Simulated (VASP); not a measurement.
Ti, 2 atoms in the cell. It takes space group P6_3/mmc (No. 194, hexagonal). The conventional cell has a = 2.901 Å, b = 2.901 Å, c = 4.589 Å, α = 90.00°, β = 90.00°, γ = 120.00°. Ti (site symmetry -6m2) has 12 Ti at 2.84 to 2.90 Å within 3.7 Å. 

```yaml
Program: VASP 6.6.1
Task: single point
Functional: PBEsol
Potentials_or_basis: VASP PAW PBE potentials, release 64 (Ti_sv)
Cutoff: 520 eV
k_mesh: 33 × 33 × 18
Occupations: gaussian, width 0.1 eV
Spin: no spin polarisation
Dipole_correction: no
Further_INCAR_settings: ALGO = Fast; EDIFF = 1e-06; NBANDS = 19
```

Potentials or basis: VASP PAW PBE potentials, release 64 (Ti_sv).

Run with:

```bash
$ cat potpaw_PBE.64/Ti_sv/POTCAR > POTCAR
$ mpirun -np 1 vasp_std > vasp.out
```

Hardware: 1 thread of AMD EPYC 9R45 96-Core Processor (Zen 5), on a shared host.

Problem. How long does it take, and how much memory?

Solution. It took 15 min on 1 thread of AMD EPYC 9R45 96-Core Processor (Zen 5), on a shared host, peak memory 0.59 GiB. Counts: scf iterations 36, k points 1080.
